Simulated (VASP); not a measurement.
# CaO (Fm-3m) in VASP: notebook

Runs on CaO. Level: LDA. Tasks: single point, relaxation of cell and atoms.

Program: VASP 6.6.1. These are calculated values, not measurements. Logs are shortened: lines on timing, memory, paths and dates and some standing lists are left out, and cuts for length are marked.

## 1. The cell of the first run

Symmetry: Fm-3m, No. 225, cubic system. The conventional cell has a = 4.708 Å, b = 4.708 Å, c = 4.708 Å, α = 90.00°, β = 90.00°, γ = 90.00°. Within 3.1 Å of Ca (site symmetry m-3m) lie 6 O at 2.35 Å. Within 3.1 Å of O (site symmetry m-3m) lie 6 Ca at 2.35 Å.

## 2. Single point, LDA

INCAR

```
SYSTEM = CaO
PREC = Accurate
ENCUT = 520
EDIFF = 1E-6
ISMEAR = 0
SIGMA = 0.02
LREAL = .False.
LASPH = .True.
NELM = 80
ALGO = Normal
ISIF = 2
LWAVE = .False.
LCHARG = .False.
GGA = CA
NBANDS = 15
```

KPOINTS

```
Automatic mesh
0
Gamma
  8 8 8
  0 0 0
```

POSCAR

```
CaO
1.0
    0.0000000000      2.3540440780      2.3540440780
    2.3540440780      0.0000000000      2.3540440780
    2.3540440780      2.3540440780      0.0000000000
Ca O
1 1
Direct
    0.0000000000      0.0000000000      0.0000000000
    0.5000000000      0.5000000000      0.5000000000
```

Potentials or basis: VASP PAW LDA potentials, release 64 (Ca_sv, O).

On the command line:

```
> cat potpaw_LDA.64/Ca_sv/POTCAR potpaw_LDA.64/O/POTCAR > POTCAR
> mpirun -np 1 vasp_std > vasp.out
```

OUTCAR:

```text
SYSTEM = CaO
   PREC = Accurate
   ENCUT = 520
   EDIFF = 1E-6
   ISMEAR = 0
   LREAL = .False.
   LASPH = .True.
   NELM = 80
   ISIF = 2
   GGA = CA

 ion  position               nearest neighbor table
   1  0.000  0.000  0.000-   2 2.35   2 2.35   2 2.35   2 2.35   2 2.35   2 2.35
   2  0.500  0.500  0.500-   1 2.35   1 2.35   1 2.35   1 2.35   1 2.35   1 2.35

  LATTYP: Found a face centered cubic cell.
 ALAT       =     4.7080881560

  Lattice vectors:

 A1 = (   0.0000000000,   2.3540440780,   2.3540440780)
 A2 = (   2.3540440780,   0.0000000000,   2.3540440780)
 A3 = (   2.3540440780,   2.3540440780,   0.0000000000)

Analysis of symmetry for initial positions (statically):
=====================================================================
 Subroutine PRICEL returns:
 Original cell was already a primitive cell.

 Routine SETGRP: Setting up the symmetry group for a
 face centered cubic supercell.

 Subroutine GETGRP returns: Found 48 space group operations
 (whereof 48 operations were pure point group operations)
 out of a pool of 48 trial point group operations.

The static configuration has the point symmetry O_h .

Analysis of symmetry for dynamics (positions and initial velocities):
=====================================================================
 Subroutine PRICEL returns:
 Original cell was already a primitive cell.

 Routine SETGRP: Setting up the symmetry group for a
 face centered cubic supercell.

 Subroutine GETGRP returns: Found 48 space group operations
 (whereof 48 operations were pure point group operations)
 out of a pool of 48 trial point group operations.

The dynamic configuration has the point symmetry O_h .

 Subroutine INISYM returns: Found 48 space group operations
 (whereof 48 operations are pure point group operations),
 and found     1 'primitive' translations

----------------------------------------------------------------------------------------

                                     Primitive cell

  volume of cell :      26.0900

  direct lattice vectors                    reciprocal lattice vectors
     0.000000000  2.354044078  2.354044078    -0.212400441  0.212400441  0.212400441
     2.354044078  0.000000000  2.354044078     0.212400441 -0.212400441  0.212400441
     2.354044078  2.354044078  0.000000000     0.212400441  0.212400441 -0.212400441

  length of vectors
     3.329121062  3.329121062  3.329121062     0.367888355  0.367888355  0.367888355

  position of ions in fractional coordinates (direct lattice)
     0.000000000  0.000000000  0.000000000
     0.500000000  0.500000000  0.500000000

  ion indices of the primitive-cell ions
   primitive index   ion index
                 1           1
                 2           2

----------------------------------------------------------------------------------------

 KPOINTS: Automatic mesh

Automatic generation of k-mesh.
 Grid dimensions read from file:
 generate k-points for:    8    8    8

 Generating k-lattice:

  Cartesian coordinates                     Fractional coordinates (reciprocal lattice)
    -0.026550055  0.026550055  0.026550055     0.125000000  0.000000000  0.000000000
     0.026550055 -0.026550055  0.026550055     0.000000000  0.125000000  0.000000000
     0.026550055  0.026550055 -0.026550055     0.000000000  0.000000000  0.125000000

  Length of vectors
     0.045986044  0.045986044  0.045986044

  Shift w.r.t. Gamma in fractional coordinates (k-lattice)
     0.000000000  0.000000000  0.000000000

 Subroutine IBZKPT returns following result:
 ===========================================

 Found     29 irreducible k-points:

 Following reciprocal coordinates:
            Coordinates               Weight
  0.000000  0.000000  0.000000      1.000000
  0.125000  0.000000  0.000000      8.000000
  0.250000  0.000000  0.000000      8.000000
  0.375000  0.000000  0.000000      8.000000
  0.500000  0.000000  0.000000      4.000000
  0.125000  0.125000  0.000000      6.000000
[... 16 lines left out ...]
  0.500000  0.250000  0.125000     48.000000
 -0.375000  0.250000  0.125000     24.000000
 [... further k-points ...]
   k-points           NKPTS =     29   k-points in BZ     NKDIM =     29   number of bands    NBANDS=     15
   number of dos      NEDOS =    301   number of ions     NIONS =      2
   total plane-waves  NPLWV =  21952
   dimension x,y,z NGX =    28 NGY =   28 NGZ =   28
   dimension x,y,z NGXF=    56 NGYF=   56 NGZF=   56
   ions per type =               1   1
   NGX,Y,Z   is equivalent  to a cutoff of  13.98, 13.98, 13.98 a.u.
   NGXF,Y,Z  is equivalent  to a cutoff of  27.96, 27.96, 27.96 a.u.
 SYSTEM =  CaO
   PREC   = accura    normal or accurate (medium, high low for compatibility)
   ISTART =      0    job   : 0-new  1-cont  2-samecut
   ICHARG =      2    charge: 1-file 2-atom 10-const
   ISPIN  =      1    spin polarized calculation?
   LNONCOLLINEAR =      F non collinear calculations
[... 58 lines left out ...]
 Fermi energy:         2.6030490944

 k-point     1 :       0.0000    0.0000    0.0000
  band No.  band energies     occupation
      1     -34.4386      2.00000
      2     -15.4312      2.00000
      3     -15.4312      2.00000
      4     -15.4312      2.00000
      5     -12.9448      2.00000
      6       2.3859      2.00000
      7       2.3859      2.00000
      8       2.3859      2.00000
      9       7.4671      0.00000
     10       8.6333      0.00000
     11       8.6333      0.00000
     12       8.6333      0.00000
     13      10.3089      0.00000
     14      10.3089      0.00000
     15      17.5633      0.00000

 k-point     2 :       0.1250    0.0000    0.0000
  band No.  band energies     occupation
      1     -34.4173      2.00000
      2     -15.7354      2.00000
      3     -15.4410      2.00000
      4     -15.4410      2.00000
      5     -12.6330      2.00000
      6       1.8143      2.00000
      7       2.1434      2.00000
      8       2.1434      2.00000
      9       8.1600      0.00000
     10       8.6005      0.00000
     11       8.9261      0.00000
     12       8.9261      0.00000
     13      10.7255      0.00000
     14      10.7255      0.00000
     15      18.2554      0.00000

 k-point     3 :       0.2500    0.0000    0.0000
  band No.  band energies     occupation
      1     -34.3656      2.00000
      2     -16.2979      2.00000
      3     -15.4645      2.00000
      4     -15.4645      2.00000
      5     -12.0500      2.00000
      6       0.7324      2.00000
      7       1.6303      2.00000
      8       1.6303      2.00000
      9       8.6921      0.00000
     10       9.6476      0.00000
     11       9.6975      0.00000
     12       9.6975      0.00000
     13      11.7205      0.00000
     14      11.7205      0.00000
     15      18.8490      0.00000

 k-point     4 :       0.3750    0.0000    0.0000
  band No.  band energies     occupation
      1     -34.3131      2.00000
      2     -16.7423      2.00000
      3     -15.4878      2.00000
      4     -15.4878      2.00000
      5     -11.5803      2.00000
      6      -0.1467      2.00000
      7       1.1896      2.00000
      8       1.1896      2.00000
      9       9.2195      0.00000
     10      10.6011      0.00000
     11      10.6011      0.00000
     12      10.8393      0.00000
     13      12.7997      0.00000
     14      12.7997      0.00000
     15      17.8604      0.00000
[... 307 lines left out ...]
 k-point    22 :       0.3750    0.2500    0.1250
  band No.  band energies     occupation
      1     -34.3278      2.00000
      2     -16.3451      2.00000
      3     -15.6397      2.00000
      4     -15.5115      2.00000
      5     -12.0069      2.00000
      6       0.4207      2.00000
      7       1.5128      2.00000
      8       1.8400      2.00000
      9       7.7097      0.00000
     10       9.8433      0.00000
     11      10.4696      0.00000
     12      10.8567      0.00000
     13      11.7063      0.00000
     14      13.0291      0.00000
     15      19.3982      0.00000

 k-point    23 :       0.5000    0.2500    0.1250
  band No.  band energies     occupation
      1     -34.2862      2.00000
      2     -16.5391      2.00000
      3     -15.7245      2.00000
      4     -15.5602      2.00000
      5     -11.8384      2.00000
      6       0.2384      2.00000
      7       1.1967      2.00000
      8       1.4861      2.00000
      9       8.2786      0.00000
     10      10.1379      0.00000
     11      11.1374      0.00000
     12      11.3326      0.00000
     13      12.7802      0.00000
     14      13.9995      0.00000
     15      17.7754      0.00000

 k-point    24 :      -0.3750    0.2500    0.1250
  band No.  band energies     occupation
      1     -34.2689      2.00000
      2     -16.6171      2.00000
      3     -15.7440      2.00000
      4     -15.5939      2.00000
      5     -11.7748      2.00000
      6       0.1837      2.00000
      7       1.1755      2.00000
      8       1.2166      2.00000
      9       9.2651      0.00000
     10       9.3351      0.00000
     11      11.4680      0.00000
     12      11.7749      0.00000
     13      13.1001      0.00000
     14      14.8157      0.00000
     15      16.8702      0.00000

 [... further k-points ...]
[... 5 lines left out ...]
  --------------------------------------------------------------------------------------
  -------------------------------------------------------------------------------------
  Total        0.1584706      0.1584706      0.1584706      0.0000000      0.0000000     -0.0000000
  in kB        9.7316274      9.7316274      9.7316274      0.0000000      0.0000000     -0.0000000
  external PRESSURE =       9.7316274 kB  Pullay stress =       0.0000000 kB

 VOLUME and BASIS-vectors are now :
 -----------------------------------------------------------------------------
  energy-cutoff  :      520.00
  volume of cell :       26.09
      direct lattice vectors                 reciprocal lattice vectors
     0.000000000  2.354044078  2.354044078    -0.212400441  0.212400441  0.212400441
     2.354044078  0.000000000  2.354044078     0.212400441 -0.212400441  0.212400441
     2.354044078  2.354044078  0.000000000     0.212400441  0.212400441 -0.212400441

 POSITION                                       TOTAL-FORCE (eV/Angst)
 -----------------------------------------------------------------------------------
      0.00000      0.00000      0.00000         0.000000     -0.000000      0.000000
      2.35404      2.35404      2.35404        -0.000000      0.000000     -0.000000
 -----------------------------------------------------------------------------------
    total drift:                                0.000000      0.000000      0.000000

  FREE ENERGIE OF THE ION-ELECTRON SYSTEM (eV)
  ---------------------------------------------------
  free  energy   TOTEN  =       -14.2204037782 eV

  energy  without entropy=      -14.2204037782  energy(sigma->0) =      -14.22040378
```

Wall time 10 s (1 thread of AMD EPYC 7R13 (Zen 3), shared host); peak memory 0.11 GiB.

Results:

```yaml
Free_energy: -14.2204 eV
Pressure: 1.0 GPa
Band_gap_on_the_k_mesh: 3.42 eV, indirect (least direct gap 3.78 eV)
```

## 3. Relaxation of cell and atoms, LDA

This run uses another cell than the first one, of 13.09 Å³/atom, 1.004 times its volume.

INCAR

```
SYSTEM = CaO
ALGO     = Normal         ! electronic algorithm
EDIFF    = 1E-7           ! SCF threshold, eV
EDIFFG   = -0.005         ! ionic threshold
ENCUT    = 600            ! plane-wave cutoff, eV
GGA      = CA             ! functional
IBRION   = 2              ! ionic algorithm
ISIF     = 3              ! what is computed and relaxed
ISMEAR   = 0              ! smearing method
LASPH    = .TRUE.         ! aspherical terms in the spheres
LCHARG   = .FALSE.        ! write CHGCAR
LREAL    = .FALSE.        ! projectors in reciprocal space
LWAVE    = .FALSE.        ! write WAVECAR
NELM     = 100            ! most SCF steps
NSW      = 100            ! ionic steps
PREC     = Accurate       ! precision mode
SIGMA    = 0.02           ! smearing width, eV
```

KPOINTS

```
k-points
0
G
  8 8 8
  0 0 0
```

POSCAR

```
CaO
1.0
    0.0000000000      2.3568261018      2.3568261018
    2.3568261018      0.0000000000      2.3568261018
    2.3568261018      2.3568261018      0.0000000000
Ca O
1 1
Direct
    0.0000000000      0.0000000000      0.0000000000
    0.5000000000      0.5000000000      0.5000000000
```

Potentials or basis: VASP PAW LDA potentials, release 64 (Ca_sv, O).

On the command line:

```
> cat potpaw_LDA.64/Ca_sv/POTCAR potpaw_LDA.64/O/POTCAR > POTCAR
> mpirun -np 1 vasp_std > vasp.out
```

Wall time 23 s (1 thread of AMD EPYC 7R13 (Zen 3), shared host); peak memory 0.12 GiB.

It converged, with:

```yaml
Free_energy: -14.2237 eV
Relaxed_volume: 13.13 Å³/atom
Relaxed_cell: a = 3.336 Å, b = 3.336 Å, c = 3.336 Å, α = 60.00°, β = 60.00°, γ = 60.00°
Space_group_after_relaxing_to_0.05_Å: Fm-3m (No. 225)
Energy_gained_by_relaxing: 0.0 meV/atom
Ionic_steps: 3
Pressure_after_relaxing: 0.0 GPa
Band_gap_on_the_k_mesh: 3.43 eV, indirect (least direct gap 3.79 eV)
```

Final structure:
```yaml
crystal:
  lattice:
    - [0.00000, 2.35896, 2.35896]
    - [2.35896, 0.00000, 2.35896]
    - [2.35896, 2.35896, 0.00000]
  atoms:
    - { symbol: Ca, position: [0.00000, 0.00000, 0.00000] }
    - { symbol: O, position: [0.50000, 0.50000, 0.50000] }
```

Levels at points of the mesh, in eV from the valence-band top:
```csv
k point,band 5,band 6,band 7,band 8,band 9,band 10,band 11,band 12
"(0.00, 0.00, 0.00)",-15.32,0.00,0.00,0.00,5.03,6.24,6.24,6.24
"(0.50, 0.00, 0.00)",-13.81,-2.85,-1.35,-1.35,7.21,8.61,8.61,8.74
"(0.50, 0.50, 0.00)",-15.07,-1.27,-0.36,-0.36,3.43,8.44,9.19,9.92
```

A k mesh can miss the band edges.

## 4. Single point, LDA

INCAR

```
SYSTEM = CaO
PREC = Accurate
ENCUT = 910
EDIFF = 1E-6
ISMEAR = 0
SIGMA = 0.02
LREAL = .False.
LASPH = .True.
NELM = 120
ALGO = Normal
ISIF = 2
LWAVE = .False.
LCHARG = .False.
GGA = CA
NBANDS = 15
GGA_COMPAT = .False.
```

KPOINTS

```
Automatic mesh
0
Gamma
  8 8 8
  0 0 0
```

POSCAR

```
CaO
1.0
    0.0000000000      2.3540440847      2.3540440847
    2.3540440847      0.0000000000      2.3540440847
    2.3540440847      2.3540440847      0.0000000000
Ca O
1 1
Direct
    0.0000000000      0.0000000000      0.0000000000
    0.5000000000      0.5000000000      0.5000000000
```

Potentials or basis: VASP PAW LDA potentials, release 64 (Ca_sv, O_h).

On the command line:

```
> cat potpaw_LDA.64/Ca_sv/POTCAR potpaw_LDA.64/O_h/POTCAR > POTCAR
> mpirun -np 1 vasp_std > vasp.out
```

It took 21 s on 1 thread of Intel Xeon Platinum 8259CL at 2.50GHz (Skylake/Cascade Lake), shared host; peak memory 0.18 GiB.

It converged, with:

```yaml
Free_energy: -14.2276 eV
Pressure: 0.8 GPa
Band_gap_on_the_k_mesh: 3.42 eV, indirect (least direct gap 3.78 eV)
```

Levels at points of the mesh, in eV from the valence-band top:
| k point | band 6 | band 7 | band 8 | band 9 | band 10 | band 11 |
| --- | --- | --- | --- | --- | --- | --- |
| (0.00, 0.00, 0.00) | 0.00 | 0.00 | 0.00 | 5.08 | 6.25 | 6.25 |
| (0.50, 0.00, 0.00) | -2.86 | -1.36 | -1.36 | 7.24 | 8.64 | 8.64 |
| (0.50, 0.50, 0.00) | -1.27 | -0.36 | -0.36 | 3.42 | 8.49 | 9.23 |

Caveat: the cutoff is under 1.25 times the usual one of these potentials, so pressure, stress and relaxed cells hold a basis-set (Pulay) error. As with any semilocal functional, this LDA gap is likely too small.

## 5. Single point, LDA

This run uses another cell than the first one, of 14.69 Å³/atom, 1.126 times its volume.

INCAR

```
ALGO = Normal ; EDIFF = 1E-6
ENCUT = 600 ; GGA_COMPAT = F
ISIF = 2 ; ISMEAR = 0
LASPH = T ; LCHARG = F
LREAL = F ; LWAVE = F
NBANDS = 15 ; NELM = 120
PREC = Accurate ; SIGMA = 0.1
```

KPOINTS

```
k-points
0
Gamma
  6 6 6
```

POSCAR

```
CaO
1.0
    0.0000000000      2.4490000000      2.4490000000
    2.4490000000      0.0000000000      2.4490000000
    2.4490000000      2.4490000000      0.0000000000
Ca O
1 1
Direct
    0.0000000000      0.0000000000      0.0000000000
    0.5000000000      0.5000000000      0.5000000000
```

Potentials or basis: VASP PAW LDA potentials, release 64 (Ca_sv, O).

On the command line:

```
> cat potpaw_LDA.64/Ca_sv/POTCAR potpaw_LDA.64/O/POTCAR > POTCAR
> mpirun -np 1 vasp_std > vasp.out
```

Wall time 4.8 s (1 thread of AMD EPYC 9R45 (Zen 5), shared host); peak memory 0.11 GiB.

Results (log left out):

```yaml
Free_energy: -14.1067 eV
Pressure: -11.3 GPa
Band_gap_on_the_k_mesh: 3.48 eV, indirect (least direct gap 3.87 eV)
```

Levels at points of the mesh, in eV from the valence-band top:
```
           k point  band 4  band 5  band 6  band 7  band 8  band 9  band 10  band 11  band 12  band 13
(0.00, 0.00, 0.00)  -18.38  -15.10    0.00    0.00    0.00    4.12     5.97     5.97     5.97     7.43
(0.50, 0.00, 0.00)  -18.43  -14.07   -2.58   -1.12   -1.12    6.70     7.90     8.00     8.00     9.97
(0.50, 0.50, 0.00)  -18.58  -14.85   -1.33   -0.39   -0.39    3.48     7.60     8.55     9.16     9.16
```

A k mesh can miss the band edges. As with any semilocal functional, this LDA gap is likely too small.

## 6. Single point, LDA

This run uses another cell than the first one, of 13.09 Å³/atom, 1.004 times its volume.

INCAR

```
SYSTEM = CaO
PREC     = Accurate       ! precision mode
ENCUT    = 600            ! plane-wave cutoff, eV
EDIFF    = 1E-6           ! SCF threshold, eV
ISMEAR   = 0              ! smearing method
SIGMA    = 0.1            ! smearing width, eV
LREAL    = .False.        ! projectors in reciprocal space
LASPH    = .True.         ! aspherical terms in the spheres
NELM     = 120            ! most SCF steps
ALGO     = Normal         ! electronic algorithm
ISIF     = 2              ! what is computed and relaxed
LWAVE    = .False.        ! write WAVECAR
LCHARG   = .True.         ! write CHGCAR
LELF     = .True.         ! ELF
LVHAR    = .True.       
NBANDS   = 15             ! bands
GGA_COMPAT= .False.
```

KPOINTS

```
Automatic mesh
0
Gamma
  8 8 8
  0 0 0
```

POSCAR

```
CaO
1.0
    0.0000000000      2.3568261018      2.3568261018
    2.3568261018      0.0000000000      2.3568261018
    2.3568261018      2.3568261018      0.0000000000
Ca O
1 1
Direct
    0.0000000000      0.0000000000      0.0000000000
    0.5000000000      0.5000000000      0.5000000000
```

Potentials or basis: VASP PAW LDA potentials, release 64 (Ca_sv, O).

On the command line:

```
> cat potpaw_LDA.64/Ca_sv/POTCAR potpaw_LDA.64/O/POTCAR > POTCAR
> mpirun -np 1 vasp_std > vasp.out
```

Run time: 8.4 s. Hardware: 1 thread of AMD EPYC 9R45 (Zen 5), shared host; peak memory 0.12 GiB.

Results (log left out):

| Property | Result |
| --- | --- |
| Free energy | -14.2236 eV |
| Pressure | 0.4 GPa |
| Band gap on the k mesh | 3.42 eV, indirect (least direct gap 3.78 eV) |

Levels at points of the mesh, in eV from the valence-band top:
```csv
k point,band 4,band 5,band 6,band 7,band 8,band 9,band 10,band 11,band 12,band 13
"(0.00, 0.00, 0.00)",-17.83,-15.32,0.00,0.00,0.00,5.05,6.24,6.24,6.24,7.91
"(0.50, 0.00, 0.00)",-17.90,-13.80,-2.85,-1.35,-1.35,7.23,8.62,8.62,8.76,10.93
"(0.50, 0.50, 0.00)",-18.13,-15.08,-1.27,-0.36,-0.36,3.42,8.46,9.21,9.94,9.94
```

## 7. Summary

| task | potentials or basis | cell | k mesh | cutoff (eV) | smearing | second run | gap on the mesh (eV) | pressure (GPa) |
| --- | --- | --- | --- | --- | --- | --- | --- | --- |
| single point | VASP PAW LDA potentials, release 64 (Ca_sv, O) | a = 3.329 Å, angles 60.0°, 2 atoms | 8 × 8 × 8 | 520 | gaussian 0.02 eV | - | 3.42 | 1.0 |
| relaxation of cell and atoms | VASP PAW LDA potentials, release 64 (Ca_sv, O) | relaxed from a = 3.333 Å, angles 60.0°, 2 atoms | 8 × 8 × 8 | 600 | gaussian 0.02 eV | - | 3.43 | 0.0 |
| single point | VASP PAW LDA potentials, release 64 (Ca_sv, O_h) | a = 3.329 Å, angles 60.0°, 2 atoms | 8 × 8 × 8 | 910 | gaussian 0.02 eV | hard_potentials | 3.42 | 0.8 |
| single point | VASP PAW LDA potentials, release 64 (Ca_sv, O) | a = 3.463 Å, angles 60.0°, 2 atoms | 6 × 6 × 6 | 600 | gaussian 0.1 eV | - | 3.48 | -11.3 |
| single point | VASP PAW LDA potentials, release 64 (Ca_sv, O) | a = 3.333 Å, angles 60.0°, 2 atoms | 8 × 8 × 8 | 600 | gaussian 0.1 eV | - | 3.42 | 0.4 |

Alike in all rows: level LDA; no spin polarisation.

Caveats: the cutoff is under 1.25 times the usual one of these potentials, so pressure, stress and relaxed cells hold a basis-set (Pulay) error (some runs).

Absolute energies hang on the potentials; compare differences alone.
